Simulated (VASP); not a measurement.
# SnO in VASP: single point with PBE+D3(BJ)

Aim: the single point of SnO with PBE+D3(BJ).

Everything below comes from runs of VASP 6.6.1. Logs are shortened: lines on timing, memory, paths and dates and some standing lists are left out, and cuts for length are marked.

## 1. The cell of the first run

The cell holds a slab with vacuum, 8 atoms: a = 3.820 Å, b = 3.820 Å, c = 22.226 Å, α = 90.00°, β = 90.00°, γ = 90.00°.

## 2. Single point, PBE+D3(BJ) (layers slid over each other)

INCAR

```
SYSTEM = SnO
PREC = Accurate ; ENCUT = 520
EDIFF = 1E-6 ; ISMEAR = 0
SIGMA = 0.05 ; LREAL = .FALSE.
LASPH = .TRUE. ; NELM = 60
ALGO = Normal ; ISIF = 2
LWAVE = .FALSE. ; LCHARG = .FALSE.
LDIPOL = .TRUE. ; IDIPOL = 3
DIPOL = 0.5 0.5 0.408 ; GGA = PE
IVDW = 12 ; NBANDS = 50
```

KPOINTS

```
Automatic mesh
0
G
  7 7 1
  0 0 0
```

POSCAR

```
SnO
1.0
    3.8201630995      0.0000000000      0.0000000000
    0.0000000000      3.8201630995      0.0000000000
    0.0000000000      0.0000000000     22.2260821294
Sn O
4 4
Direct
    0.7500000000      0.2500000000      0.2024648327
    0.2500000000      0.7500000000      0.3087832136
    0.2500000000      1.2500000000      0.5067488278
   -0.2500000000      1.7500000000      0.6130672086
    0.2500000000      0.2500000000      0.2556240231
    0.7500000000      0.7500000000      0.2556240231
   -0.2500000000      1.2500000000      0.5599080182
    0.2500000000      1.7500000000      0.5599080182
```

Potentials or basis: VASP PAW PBE potentials, release 64 (Sn_d, O).

Run with:

```sh
$ cat potpaw_PBE.64/Sn_d/POTCAR potpaw_PBE.64/O/POTCAR > POTCAR
$ mpirun -np 1 vasp_std > vasp.out
```

OUTCAR:

```text
SYSTEM = SnO
   PREC = Accurate
   ENCUT = 520
   EDIFF = 1E-6
   ISMEAR = 0
   LREAL = .FALSE.
   LASPH = .TRUE.
   NELM = 60
   ISIF = 2
   GGA = PE
   IVDW = 12
 IVDW          = 12

 ion  position               nearest neighbor table
   1  0.750  0.250  0.202-   5 2.25   6 2.25   6 2.25   5 2.25   2 3.59   2 3.59   2 3.59   2 3.59

   2  0.250  0.750  0.309-   5 2.25   6 2.25   5 2.25   6 2.25   1 3.59   1 3.59   1 3.59   1 3.59

   3  0.250  0.250  0.507-   7 2.25   8 2.25   8 2.25   7 2.25   4 3.59   4 3.59   4 3.59   4 3.59

   4  0.750  0.750  0.613-   7 2.25   8 2.25   7 2.25   8 2.25   3 3.59   3 3.59   3 3.59   3 3.59

   5  0.250  0.250  0.256-   1 2.25   1 2.25   2 2.25   2 2.25
   6  0.750  0.750  0.256-   1 2.25   1 2.25   2 2.25   2 2.25
   7  0.750  0.250  0.560-   3 2.25   3 2.25   4 2.25   4 2.25
   8  0.250  0.750  0.560-   3 2.25   3 2.25   4 2.25   4 2.25

  LATTYP: Found a simple tetragonal cell.
 ALAT       =     3.8201630995
 C/A-ratio  =     5.8180976965

  Lattice vectors:

 A1 = (   3.8201630995,   0.0000000000,   0.0000000000)
 A2 = (   0.0000000000,   3.8201630995,   0.0000000000)
 A3 = (   0.0000000000,   0.0000000000,  22.2260821294)

Analysis of symmetry for initial positions (statically):
=====================================================================
 Subroutine PRICEL returns:
 Original cell was already a primitive cell.

 Routine SETGRP: Setting up the symmetry group for a
 simple tetragonal supercell.

 Subroutine GETGRP returns: Found  8 space group operations
 (whereof  1 operations were pure point group operations)
 out of a pool of 16 trial point group operations.

The static configuration has the point symmetry C_1 .
 The point group associated with its full space group is D_2h.

Analysis of symmetry for dynamics (positions and initial velocities):
=====================================================================
 Subroutine PRICEL returns:
 Original cell was already a primitive cell.

 Routine SETGRP: Setting up the symmetry group for a
 simple tetragonal supercell.

 Subroutine GETGRP returns: Found  8 space group operations
 (whereof  1 operations were pure point group operations)
 out of a pool of 16 trial point group operations.

The dynamic configuration has the point symmetry C_1 .
 The point group associated with its full space group is D_2h.

 Subroutine INISYM returns: Found  8 space group operations
 (whereof  1 operations are pure point group operations),
 and found     1 'primitive' translations

----------------------------------------------------------------------------------------

                                     Primitive cell

  volume of cell :     324.3596

  direct lattice vectors                    reciprocal lattice vectors
     3.820163100  0.000000000  0.000000000     0.261768928  0.000000000  0.000000000
     0.000000000  3.820163100  0.000000000     0.000000000  0.261768928  0.000000000
     0.000000000  0.000000000 22.226082129     0.000000000  0.000000000  0.044992185

  length of vectors
     3.820163100  3.820163100 22.226082129     0.261768928  0.261768928  0.044992185

  position of ions in fractional coordinates (direct lattice)
     0.750000000  0.250000000  0.202464833
     0.250000000  0.750000000  0.308783214
     0.250000000  0.250000000  0.506748828
     0.750000000  0.750000000  0.613067209
     0.250000000  0.250000000  0.255624023
     0.750000000  0.750000000  0.255624023
     0.750000000  0.250000000  0.559908018
     0.250000000  0.750000000  0.559908018

  ion indices of the primitive-cell ions
   primitive index   ion index
                 1           1
                 2           2
                 3           3
                 4           4
                 5           5
                 6           6
                 7           7
                 8           8

----------------------------------------------------------------------------------------

 KPOINTS: Automatic mesh

Automatic generation of k-mesh.
 Grid dimensions read from file:
 generate k-points for:    7    7    1

 Generating k-lattice:

  Cartesian coordinates                     Fractional coordinates (reciprocal lattice)
     0.037395561  0.000000000  0.000000000     0.142857143  0.000000000  0.000000000
     0.000000000  0.037395561  0.000000000     0.000000000  0.142857143  0.000000000
     0.000000000  0.000000000  0.044992185     0.000000000  0.000000000  1.000000000

  Length of vectors
     0.037395561  0.037395561  0.044992185

  Shift w.r.t. Gamma in fractional coordinates (k-lattice)
     0.000000000  0.000000000  0.000000000

 Subroutine IBZKPT returns following result:
 ===========================================

 Found     16 irreducible k-points:

 Following reciprocal coordinates:
            Coordinates               Weight
  0.000000  0.000000  0.000000      1.000000
  0.142857  0.000000  0.000000      2.000000
  0.000000  0.142857  0.000000      2.000000
  0.285714  0.000000  0.000000      2.000000
  0.000000  0.285714  0.000000      2.000000
  0.428571  0.000000  0.000000      2.000000
[... 8 lines left out ...]
 -0.285714  0.428571  0.000000      4.000000
  0.428571  0.428571  0.000000      4.000000
   k-points           NKPTS =     16   k-points in BZ     NKDIM =     16   number of bands    NBANDS=     50
   number of dos      NEDOS =    301   number of ions     NIONS =      8
   total plane-waves  NPLWV = 131712
   dimension x,y,z NGX =    28 NGY =   28 NGZ =  168
   dimension x,y,z NGXF=    56 NGYF=   56 NGZF=  336
   ions per type =               4   4
   NGX,Y,Z   is equivalent  to a cutoff of  12.19, 12.19, 12.57 a.u.
   NGXF,Y,Z  is equivalent  to a cutoff of  24.37, 24.37, 25.13 a.u.
 SYSTEM =  SnO
   PREC   = accura    normal or accurate (medium, high low for compatibility)
   ISTART =      0    job   : 0-new  1-cont  2-samecut
   ICHARG =      2    charge: 1-file 2-atom 10-const
   ISPIN  =      1    spin polarized calculation?
   LNONCOLLINEAR =      F non collinear calculations
   LSORBIT =      F    spin-orbit coupling
   LASPH  =      T    aspherical Exc in radial PAW
   ENCUT  =  520.0 eV  38.22 Ry    6.18 a.u.   7.10  7.10 41.33*2*pi/ulx,y,z
   NELM   =     60;   NELMIN=  2; NELMDL= -5     # of ELM steps
   EDIFF  = 0.1E-05   stopping-criterion for ELM
   LREAL  =      F    real-space projection
   EDIFFG = 0.1E-04   stopping-criterion for IOM
   NSW    =      0    number of steps for IOM
   IBRION =     -1    ionic relax: 0-MD 1-quasi-New 2-CG
   NFREE  =      0    steps in history (QN), initial steepest desc. (CG)
   ISIF   =      2    stress and relaxation
   ISYM   =      2    0-nonsym 1-usesym 2-fastsym
   POTIM  = 0.5000    time-step for ionic-motion
   TEBEG  =    0.0;   TEEND  =   0.0 temperature during run
   PSTRESS=    0.0 pullay stress
   NELECT =      80.0000    total number of electrons
   NUPDOWN=      -1.0000    fix difference up-down
   EMIN   =  10.00;   EMAX   =-10.00  energy-range for DOS
   EFERMI =   0.00;   METHOD = LEGACY
   ISMEAR =     0;   SIGMA  =   0.05  broadening in eV -4-tet -1-fermi 0-gaus
   EFERMI_NEDOS =   21; number of points for ismear=-14 and -15
   IALGO  =     38    algorithm
   IMIX   =      4    mixing-type and parameters
     AMIX     =   0.40;   BMIX     =  1.00
     AMIX_MAG =   1.60;   BMIX_MAG =  1.00
  volume/ion in A,a.u.               =      40.54       273.61
  Fermi-wavevector in a.u.,A,eV,Ry     =   1.026666  1.940118 14.341131  1.054043
  Thomas-Fermi vector in A             =   2.160571
   LORBIT       =      0    0 simple, 1 ext, 2 COOP (PROOUT), +10 PAW based schemes
   GGA     = PE    functional components
   LHFCALC =     F    Hartree Fock is set to
   AEXX    =    0.0000 exact exchange contribution
   IVDW    =    12    specifies the selected vdW correction
   LEPSILON=     F    determine dielectric tensor
   LRPA    =     F    only Hartree local field effects (RPA)
 non-spin polarized calculation
 Gauss-broadening in eV      SIGMA  =   0.05
  energy-cutoff  :      520.00
  volume of cell :      324.36
 maximum number of plane-waves:      8769
   NGX = 15   NGY = 15   NGZ = 83

 dipolmoment           0.000000      0.000000      0.000004 electrons x Angstroem

 number of electron      79.9999970 magnetization

 dipolmoment           0.000000      0.000000     -0.000000 electrons x Angstroem

 Free energy of the ion-electron system (eV)
  ---------------------------------------------------
  ext. energy  EPLUGINS =         0.00000000
  ---------------------------------------------------
  free energy    TOTEN  =       -45.17326992 eV

  energy without entropy =      -45.17326992  energy(sigma->0) =      -45.17326992

 E-fermi :   0.0456     XC(G=0):  -5.3412

 val. band max:       -0.2560964887   @ k =   0.1429   0.0000   0.0000
 cond. band min:       2.3307034768   @ k =   0.0000   0.0000   0.0000
 fundamental gap:      2.5867999655
 Fermi energy:         0.0456447208

 k-point     1 :       0.0000    0.0000    0.0000
  band No.  band energies     occupation
      1     -21.0540      2.00000
      2     -21.0540      2.00000
      3     -20.6934      2.00000
      4     -20.6934      2.00000
      5     -20.6556      2.00000
      6     -20.6554      2.00000
[... 42 lines left out ...]
     49       5.2131      0.00000
     50       5.2182      0.00000

 k-point     2 :       0.1429    0.0000    0.0000
  band No.  band energies     occupation
      1     -21.0451      2.00000
      2     -21.0451      2.00000
      3     -20.6940      2.00000
      4     -20.6940      2.00000
      5     -20.6572      2.00000
      6     -20.6569      2.00000
[... 42 lines left out ...]
     49       5.3955      0.00000
     50       5.4961      0.00000

 k-point     3 :       0.0000    0.1429    0.0000
  band No.  band energies     occupation
      1     -21.0451      2.00000
      2     -21.0451      2.00000
      3     -20.6940      2.00000
      4     -20.6940      2.00000
      5     -20.6574      2.00000
      6     -20.6572      2.00000
[... 42 lines left out ...]
     49       5.3888      0.00000
     50       5.4831      0.00000

 k-point     4 :       0.2857    0.0000    0.0000
  band No.  band energies     occupation
      1     -21.0201      2.00000
      2     -21.0201      2.00000
      3     -20.7904      2.00000
      4     -20.7903      2.00000
      5     -20.6615      2.00000
      6     -20.6613      2.00000
[... 575 lines left out ...]
 k-point    15 :      -0.2857    0.4286    0.0000
  band No.  band energies     occupation
      1     -20.9890      2.00000
      2     -20.9889      2.00000
      3     -20.9468      2.00000
      4     -20.9468      2.00000
      5     -20.6584      2.00000
      6     -20.6584      2.00000
[... 42 lines left out ...]
     49       5.8285      0.00000
     50       6.1316      0.00000

 k-point    16 :       0.4286    0.4286    0.0000
  band No.  band energies     occupation
      1     -20.9947      2.00000
      2     -20.9947      2.00000
      3     -20.9808      2.00000
      4     -20.9808      2.00000
      5     -20.6604      2.00000
      6     -20.6603      2.00000
[... 42 lines left out ...]
     49       6.3270      0.00000
     50       6.3508      0.00000

------------------------ aborting loop because EDIFF is reached ----------------------------------------

 vacuum level on the upper side and lower side of the slab       (xc-potential included)        -0.153        -0.153

 Edisp (eV)   -1.22228

 E8    (eV) :    -0.5404

  FORCE on cell =-STRESS in cart. coord.  units (eV):
  Direction    XX          YY          ZZ          XY          YZ          ZX
  --------------------------------------------------------------------------------------
  -------------------------------------------------------------------------------------
  Total       0.15477     0.20179    -0.12589     0.00000     0.00000     0.00000
  in kB       0.76450     0.99674    -0.62182     0.00000     0.00000     0.00000
  external pressure =        0.38 kB  Pullay stress =        0.00 kB

 VOLUME and BASIS-vectors are now :
 -----------------------------------------------------------------------------
  energy-cutoff  :      520.00
  volume of cell :      324.36
      direct lattice vectors                 reciprocal lattice vectors
     3.820163100  0.000000000  0.000000000     0.261768928  0.000000000  0.000000000
     0.000000000  3.820163100  0.000000000     0.000000000  0.261768928  0.000000000
     0.000000000  0.000000000 22.226082129     0.000000000  0.000000000  0.044992185

 POSITION                                       TOTAL-FORCE (eV/Angst)
 -----------------------------------------------------------------------------------
      2.86512      0.95504      4.50000         0.000000     -0.000000     -0.084105
      0.95504      2.86512      6.86304         0.000000      0.000000      0.148344
      0.95504      0.95504     11.26304         0.000000      0.000000     -0.148344
      2.86512      2.86512     13.62608         0.000000     -0.000000      0.084105
      0.95504      0.95504      5.68152         0.000000      0.000000      0.006109
      2.86512      2.86512      5.68152         0.000000      0.000000      0.006349
      2.86512      0.95504     12.44456         0.000000     -0.000000     -0.006349
      0.95504      2.86512     12.44456         0.000000      0.000000     -0.006109
 -----------------------------------------------------------------------------------
    total drift:                                0.000000      0.000000     -0.000004

  FREE ENERGIE OF THE ION-ELECTRON SYSTEM (eV)
  ---------------------------------------------------
  free  energy   TOTEN  =       -46.3955450624 eV

  energy  without entropy=      -46.3955450624  energy(sigma->0) =      -46.39554506

 vacuum level on the upper side and lower side of the slab         4.789         4.789
```

Run time: 9.5 min. Hardware: 1 thread of AMD EPYC 7R13, shared host; peak memory 0.42 GiB.

Results:

- Free energy: -46.3955 eV
- Largest force: 0.148 eV/Å
- Band gap on the k mesh: 2.59 eV (least direct gap 2.61 eV)
- Dispersion energy per atom: -0.153 eV

Forces in eV/Å, atoms in the order of the input:
```
Sn   0.000  0.000 -0.084
Sn   0.000  0.000  0.148
Sn   0.000  0.000 -0.148
Sn   0.000  0.000  0.084
O    0.000  0.000  0.006
O    0.000  0.000  0.006
O    0.000  0.000 -0.006
O    0.000  0.000 -0.006
```

Levels at points of the mesh, in eV from the valence-band top:
| k point | band 36 | band 37 | band 38 | band 39 | band 40 | band 41 | band 42 | band 43 | band 44 | band 45 |
| --- | --- | --- | --- | --- | --- | --- | --- | --- | --- | --- |
| (0.00, 0.00, 0.00) | -1.89 | -1.89 | -1.89 | -0.50 | -0.03 | 2.59 | 2.92 | 2.92 | 3.73 | 4.93 |

Caveat: the cell differs from its parent crystal (layers slid over each other); spin-orbit coupling is left out, which moves the levels of the heavy elements.
